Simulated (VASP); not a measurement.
**Hg: single point with r2SCAN**

Hg:

```xyz
1
Lattice="3.1202 0.0000 0.0000 0.0000 3.1202 0.0000 0.0000 0.0000 3.1202" Properties=species:S:1:pos:R:3 pbc="T T T"
Hg    0.0000    0.0000    0.0000
```

* Program: VASP 6.6.1
* Task: single point
* Functional: r2SCAN
* Potentials or basis: VASP PAW PBE potentials, release 64 (Hg)
* Cutoff: 520 eV
* k mesh: 11 × 11 × 11
* Occupations: fermi-dirac, width 0.1 eV
* Spin: no spin polarisation

* Pressure: -1.6 GPa
* Band gap on the k mesh: zero (band 6 reaches 3.47 eV, above the bottom of band 7 at 0.28 eV)

Levels at points of the mesh, in eV from the Fermi level:
```tsv
k point	band 4	band 5	band 6	band 7	band 8	band 9
(0.00, 0.00, 0.00)	-6.20	-6.20	-6.20	9.77	9.77	9.77
```

Wall time 32 s on 1 thread of AMD EPYC 9R45 96-Core Processor (Zen 5), with other jobs on the host, peak memory 0.12 GiB.

Caveat: the PAW data sets were made with another functional, which shifts forces and pressure a little; spin-orbit coupling is left out, which moves the levels of the heavy elements.
